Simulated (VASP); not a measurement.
# Ti (Pm-3m) in VASP: a series of runs

Runs on Ti. Level: r2SCAN. Tasks: single point.

Everything below comes from runs of VASP 6.6.1. Logs are shortened: lines on timing, memory, paths and dates and some standing lists are left out, and cuts for length are marked.

### 1 The cell of the first run

It takes space group Pm-3m (No. 221, cubic). Conventional cell: a = 2.522 Å, b = 2.522 Å, c = 2.522 Å, α = 90.00°, β = 90.00°, γ = 90.00°. Ti (site symmetry m-3m) has 6 Ti at 2.52 Å within 3.3 Å.

### 2 Single point, r2SCAN (volume scaled by 0.88)

Input file POSCAR:

```
Ti
1.0
    2.5215571515      0.0000000000      0.0000000000
    0.0000000000      2.5215571515      0.0000000000
    0.0000000000      0.0000000000      2.5215571515
Ti
1
Direct
    0.0000000000      0.0000000000      0.0000000000
```

Input file INCAR.step1:

```
ALGO     = Normal         # electronic algorithm
EDIFF    = 1E-4           # SCF threshold, eV
ENCUT    = 520            # plane-wave cutoff, eV
GGA      = PE             # functional
ISMEAR   = -1             # smearing method
LASPH    = True           # aspherical terms in the spheres
LCHARG   = False          # write CHGCAR
LREAL    = False          # projectors in reciprocal space
LWAVE    = True           # write WAVECAR
NBANDS   = 12             # bands
NELM     = 100            # most SCF steps
PREC     = Accurate       # precision mode
SIGMA    = 0.1            # smearing width, eV
```

Input file INCAR.step2:

```
ALGO     = Normal         # electronic algorithm
EDIFF    = 1E-6           # SCF threshold, eV
ENCUT    = 520            # plane-wave cutoff, eV
ISIF     = 2              # what is computed and relaxed
ISMEAR   = -1             # smearing method
ISTART   = 1            
LASPH    = True           # aspherical terms in the spheres
LCHARG   = True           # write CHGCAR
LELF     = True           # ELF
LMIXTAU  = True         
LREAL    = False          # projectors in reciprocal space
LVHAR    = True         
LWAVE    = False          # write WAVECAR
METAGGA  = R2SCAN         # meta-GGA
NBANDS   = 12             # bands
NELM     = 100            # most SCF steps
PREC     = Accurate       # precision mode
SIGMA    = 0.1            # smearing width, eV
```

Input file KPOINTS:

```
k-points
0
Gamma
  13 13 13
```

Potentials or basis: VASP PAW PBE potentials, release 64 (Ti_sv).

Started as:

```sh
> cat potpaw_PBE.64/Ti_sv/POTCAR > POTCAR
> cp INCAR.step1 INCAR
> mpirun -np 1 vasp_std > vasp.out
> cp INCAR.step2 INCAR
> mpirun -np 1 vasp_std > vasp.out
```

OUTCAR:

```text
EDIFF = 1E-6
   ENCUT = 520
   ISIF = 2
   ISMEAR = -1
   ISTART = 1
   LASPH = True
   LREAL = False
   METAGGA = R2SCAN
   NELM = 100
   PREC = Accurate

 ion  position               nearest neighbor table
   1  0.000  0.000  0.000-

  LATTYP: Found a simple cubic cell.
 ALAT       =     2.5215571515

  Lattice vectors:

 A1 = (   2.5215571515,   0.0000000000,   0.0000000000)
 A2 = (   0.0000000000,   2.5215571515,   0.0000000000)
 A3 = (   0.0000000000,   0.0000000000,   2.5215571515)

Analysis of symmetry for initial positions (statically):
=====================================================================
 Subroutine PRICEL returns:
 Original cell was already a primitive cell.

 Routine SETGRP: Setting up the symmetry group for a
 simple cubic supercell.

 Subroutine GETGRP returns: Found 48 space group operations
 (whereof 48 operations were pure point group operations)
 out of a pool of 48 trial point group operations.

The static configuration has the point symmetry O_h .

Analysis of symmetry for dynamics (positions and initial velocities):
=====================================================================
 Subroutine PRICEL returns:
 Original cell was already a primitive cell.

 Routine SETGRP: Setting up the symmetry group for a
 simple cubic supercell.

 Subroutine GETGRP returns: Found 48 space group operations
 (whereof 48 operations were pure point group operations)
 out of a pool of 48 trial point group operations.

The dynamic configuration has the point symmetry O_h .

 Subroutine INISYM returns: Found 48 space group operations
 (whereof 48 operations are pure point group operations),
 and found     1 'primitive' translations

----------------------------------------------------------------------------------------

                                     Primitive cell

  volume of cell :      16.0327

  direct lattice vectors                    reciprocal lattice vectors
     2.521557152  0.000000000  0.000000000     0.396580343  0.000000000  0.000000000
     0.000000000  2.521557152  0.000000000     0.000000000  0.396580343  0.000000000
     0.000000000  0.000000000  2.521557152     0.000000000  0.000000000  0.396580343

  length of vectors
     2.521557152  2.521557152  2.521557152     0.396580343  0.396580343  0.396580343

  position of ions in fractional coordinates (direct lattice)
     0.000000000  0.000000000  0.000000000
[... 81 lines left out ...]
   NFREE  =      0    steps in history (QN), initial steepest desc. (CG)
   ISIF   =      2    stress and relaxation
   ISYM   =      2    0-nonsym 1-usesym 2-fastsym
   POTIM  = 0.5000    time-step for ionic-motion
   TEBEG  =    0.0;   TEEND  =   0.0 temperature during run
   PSTRESS=    0.0 pullay stress
   NELECT =      12.0000    total number of electrons
   NUPDOWN=      -1.0000    fix difference up-down
   EMIN   =  10.00;   EMAX   =-10.00  energy-range for DOS
   EFERMI =   0.00;   METHOD = LEGACY
   ISMEAR =    -1;   SIGMA  =   0.10  broadening in eV -4-tet -1-fermi 0-gaus
   EFERMI_NEDOS =   21; number of points for ismear=-14 and -15
   IALGO  =     38    algorithm
   IMIX   =      4    mixing-type and parameters
     AMIX     =   0.40;   BMIX     =  1.00
     AMIX_MAG =   1.60;   BMIX_MAG =  1.00
  volume/ion in A,a.u.               =      16.03       108.19
  Fermi-wavevector in a.u.,A,eV,Ry     =   1.486391  2.808872 30.060147  2.209359
  Thomas-Fermi vector in A             =   2.599683
   LORBIT       =      0    0 simple, 1 ext, 2 COOP (PROOUT), +10 PAW based schemes
   METAGGA = R2SCAN    functional components
   LHFCALC =     F    Hartree Fock is set to
   AEXX    =    0.0000 exact exchange contribution
   IVDW    =     0    specifies the selected vdW correction
   LEPSILON=     F    determine dielectric tensor
   LRPA    =     F    only Hartree local field effects (RPA)
 non-spin polarized calculation
  energy-cutoff  :      520.00
  volume of cell :       16.03
 maximum number of plane-waves:       449
 NGX is ok and might be reduce to    20
   NGX =  9   NGY =  9   NGZ =  9

 number of electron      12.0000002 magnetization

 Free energy of the ion-electron system (eV)
  ---------------------------------------------------
  ext. energy  EPLUGINS =         0.00000000
  ---------------------------------------------------
  free energy    TOTEN  =       -11.98319036 eV

  energy without entropy =      -11.92195633  energy(sigma->0) =      -11.95257334

 E-fermi :   9.0996     XC(G=0): -12.6845

 val. band max:        9.0778946037   @ k =   0.4615   0.3846   0.0769
 cond. band min:       9.1068932309   @ k =   0.3077   0.2308   0.1538
 fundamental gap:      0.0289986272
 Fermi energy:         9.0995533019

 k-point     1 :       0.0000    0.0000    0.0000
  band No.  band energies     occupation
      1     -49.6734      2.00000
      2     -24.1781      2.00000
      3     -24.1781      2.00000
      4     -24.1781      2.00000
      5       2.7519      2.00000
      6       7.3796      2.00000
      7       7.3796      2.00000
      8      13.9615      0.00000
      9      13.9615      0.00000
     10      13.9615      0.00000
     11      27.2582      0.00000
     12      27.2582      0.00000
[... 331 lines left out ...]
 k-point    24 :       0.3846    0.3077    0.0000
  band No.  band energies     occupation
      1     -49.3493      2.00000
      2     -25.2153      2.00000
      3     -24.9338      2.00000
      4     -23.9974      2.00000
      5       6.4239      2.00000
      6       8.4551      1.99683
      7      11.3142      0.00000
      8      12.2158      0.00000
      9      12.7100      0.00000
     10      12.8570      0.00000
     11      18.7275      0.00000
     12      23.6191      0.00000

 [... further k-points ...]

------------------------ aborting loop because EDIFF is reached ----------------------------------------

  FORCE on cell =-STRESS in cart. coord.  units (eV):
  Direction    XX          YY          ZZ          XY          YZ          ZX
  --------------------------------------------------------------------------------------
  -------------------------------------------------------------------------------------
  Total        1.3103985      1.3103985      1.3103985      0.0000000      0.0000000      0.0000000
  in kB      130.9506078    130.9506078    130.9506078      0.0000000      0.0000000      0.0000000
  external PRESSURE =     130.9506078 kB  Pullay stress =       0.0000000 kB

 VOLUME and BASIS-vectors are now :
 -----------------------------------------------------------------------------
  energy-cutoff  :      520.00
  volume of cell :       16.03
      direct lattice vectors                 reciprocal lattice vectors
     2.521557152  0.000000000  0.000000000     0.396580343  0.000000000  0.000000000
     0.000000000  2.521557152  0.000000000     0.000000000  0.396580343  0.000000000
     0.000000000  0.000000000  2.521557152     0.000000000  0.000000000  0.396580343

 POSITION                                       TOTAL-FORCE (eV/Angst)
 -----------------------------------------------------------------------------------
      0.00000      0.00000      0.00000         0.000000      0.000000      0.000000
 -----------------------------------------------------------------------------------
    total drift:                               -0.000000      0.000000     -0.000000

  FREE ENERGIE OF THE ION-ELECTRON SYSTEM (eV)
  ---------------------------------------------------
  free  energy   TOTEN  =       -11.9831903554 eV

  energy  without entropy=      -11.9219563343  energy(sigma->0) =      -11.95257334
```

OSZICAR.step1:

```text
N       E                     dE             d eps       ncg     rms          rms(c)
DAV:   1     0.903795573673E+02    0.90380E+02   -0.65616E+03  2016   0.122E+03
DAV:   2    -0.310887869625E+01   -0.93488E+02   -0.90389E+02  2060   0.300E+02
DAV:   3    -0.736097675106E+01   -0.42521E+01   -0.41530E+01  2736   0.655E+01
DAV:   4    -0.744207880922E+01   -0.81102E-01   -0.80897E-01  2260   0.810E+00
DAV:   5    -0.744392692577E+01   -0.18481E-02   -0.18479E-02  2448   0.107E+00    0.882E+00
DAV:   6    -0.691001693622E+01    0.53391E+00   -0.12770E+00  2164   0.159E+01    0.283E+00
DAV:   7    -0.692111262923E+01   -0.11096E-01   -0.64618E-02  2540   0.276E+00    0.147E+00
DAV:   8    -0.693950868640E+01   -0.18396E-01   -0.45327E-02  2212   0.224E+00    0.666E-02
DAV:   9    -0.693943402005E+01    0.74666E-04   -0.36969E-03  2432   0.602E-01    0.114E-01
DAV:  10    -0.693945807794E+01   -0.24058E-04   -0.27654E-04  2108   0.167E-01
   1 F= -.69394581E+01 E0= -.69051980E+01  d E =-.685201E-01
```

Wall time 94 s (1 thread of AMD EPYC 7R43 (Zen 3), shared host); peak memory 0.1 GiB.

What came out:

- Free energy: -11.9832 eV
- Pressure: 13.1 GPa
- Band gap on the k mesh: zero (band 6 reaches 9.97 eV, above the bottom of band 7 at 7.38 eV)

Caveat: the PAW data sets were made with another functional, which shifts forces and pressure a little.

### 3 Single point, r2SCAN (volume scaled by 0.92)

Input file POSCAR:

```
Ti
1.0
    2.5591978822      0.0000000000      0.0000000000
    0.0000000000      2.5591978822      0.0000000000
    0.0000000000      0.0000000000      2.5591978822
Ti
1
Direct
    0.0000000000      0.0000000000      0.0000000000
```

Input file INCAR.step1:

```
PREC = Accurate
ENCUT = 520
ISMEAR = -1
SIGMA = 0.1
LREAL = False
LASPH = True
NELM = 80
NBANDS = 12
GGA = PE
ALGO = Normal
EDIFF = 1E-4
LWAVE = True
LCHARG = False
```

Input file INCAR.step2:

```
PREC = Accurate
ENCUT = 520
EDIFF = 1E-6
ISMEAR = -1
SIGMA = 0.1
LREAL = False
LASPH = True
NELM = 80
ALGO = Normal
ISIF = 2
LWAVE = False
LCHARG = False
METAGGA = R2SCAN
LMIXTAU = True
NBANDS = 12
ISTART = 1
```

Input file KPOINTS:

```
Automatic mesh
0
Gamma
  13 13 13
```

Potentials or basis: VASP PAW PBE potentials, release 64 (Ti_sv).

Started as:

```sh
> cat potpaw_PBE.64/Ti_sv/POTCAR > POTCAR
> cp INCAR.step1 INCAR
> mpirun -np 1 vasp_std > vasp.out
> cp INCAR.step2 INCAR
> mpirun -np 1 vasp_std > vasp.out
```

Run time: 2.4 min. Hardware: 1 thread of AMD EPYC 7R43 (Zen 3), shared host; peak memory 0.1 GiB.

It converged, with:

```yaml
Free_energy: -12.0312 eV
Pressure: 7.9 GPa
Band_gap_on_the_k_mesh: zero (band 6 reaches 9.41 eV, above the bottom of band 7 at 6.99 eV)
```

Levels at points of the mesh, in eV from the Fermi level:
| k point | band 4 | band 5 | band 6 | band 7 | band 8 | band 9 |
| --- | --- | --- | --- | --- | --- | --- |
| (0.00, 0.00, 0.00) | -33.39 | -6.27 | -1.60 | -1.60 | 4.66 | 4.66 |

Caveat: the PAW data sets were made with another functional, which shifts forces and pressure a little.
